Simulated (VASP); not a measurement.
Set up this calculation in VASP 6.6.1, as the native input.

| Item | Value |
| --- | --- |
| Task | single point |
| Functional | LDA |
| Potentials or basis | VASP PAW LDA potentials, release 64 (Li_sv, H) |
| Cutoff | 520 eV |
| k mesh | 10 × 10 × 10 |
| Occupations | gaussian, width 0.05 eV |
| Spin | no spin polarisation |
| Dipole correction | no |
| Further INCAR settings | ALGO = Normal; EDIFF = 1e-06; NBANDS = 9 |

The structure of LiH lies in POSCAR:

```
LiH
1.0
    0.0000000000      1.9512000000      1.9512000000
    1.9512000000      0.0000000000      1.9512000000
    1.9512000000      1.9512000000      0.0000000000
Li H
1 1
Direct
    0.0000000000      0.0000000000      0.0000000000
    0.5000000000      0.5000000000      0.5000000000
```

This cell differs from its parent crystal: strain -0.040 along x and y, -0.040 along z.

One way to write it, as run:

INCAR

```
SYSTEM = LiH
PREC = Accurate
ENCUT = 520
EDIFF = 1E-6
ISMEAR = 0
SIGMA = 0.05
LREAL = .FALSE.
LASPH = .TRUE.
NELM = 100
ALGO = Normal
ISIF = 2
LWAVE = .FALSE.
LCHARG = .FALSE.
GGA = CA
NBANDS = 9
```

KPOINTS

```
Automatic mesh
0
G
  10 10 10
  0 0 0
```

Potentials or basis: VASP PAW LDA potentials, release 64 (Li_sv, H).

The run is started by

```sh
$ cat potpaw_LDA.64/Li_sv/POTCAR potpaw_LDA.64/H/POTCAR > POTCAR
$ mpirun -np 1 vasp_std > vasp.out
```

Results of the run:

```
Band gap on the k mesh : 2.52 eV, direct
```

Caveat: the cell differs from its parent crystal (strain -0.040 along x and y, -0.040 along z).

Wall time 4.8 s on 1 thread of Intel Xeon 6975P-C (shared host), peak memory 0.12 GiB.
